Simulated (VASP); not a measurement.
Si, 2 atoms in the cell. Symmetry: I4_1/amd, No. 141, tetragonal system. Conventional cell: a = 3.919 Å, b = 3.919 Å, c = 5.347 Å, α = 90.00°, β = 90.00°, γ = 90.00°. Within 3.1 Å of Si (site symmetry -4m2) lie 4 Si at 2.37 Å.  This cell differs from its parent crystal: in-plane strain +0.02, then relaxed in part.

```yaml
Program: VASP 6.6.1
Task: single point
Functional: PBEsol
Potentials_or_basis: VASP PAW PBE potentials, release 64 (Si)
Cutoff: 520 eV
k_mesh: 8 × 8 × 8
Occupations: gaussian, width 0.01 eV
Spin: no spin polarisation
Dipole_correction: no
Further_INCAR_settings: ALGO = Normal; EDIFF = 1e-06; NBANDS = 11
```

Potentials or basis: VASP PAW PBE potentials, release 64 (Si).

Run with:

```bash
$ cat potpaw_PBE.64/Si/POTCAR > POTCAR
$ mpirun -np 1 vasp_std > vasp.out
```

Hardware: 1 thread of Intel Xeon 6975P-C (shared host).

**Question.** Estimate the wall time of this run.

**Answer.** It took 16 s on 1 thread of Intel Xeon 6975P-C (shared host), peak memory 0.17 GiB. Counts: scf iterations 11, k points 59.
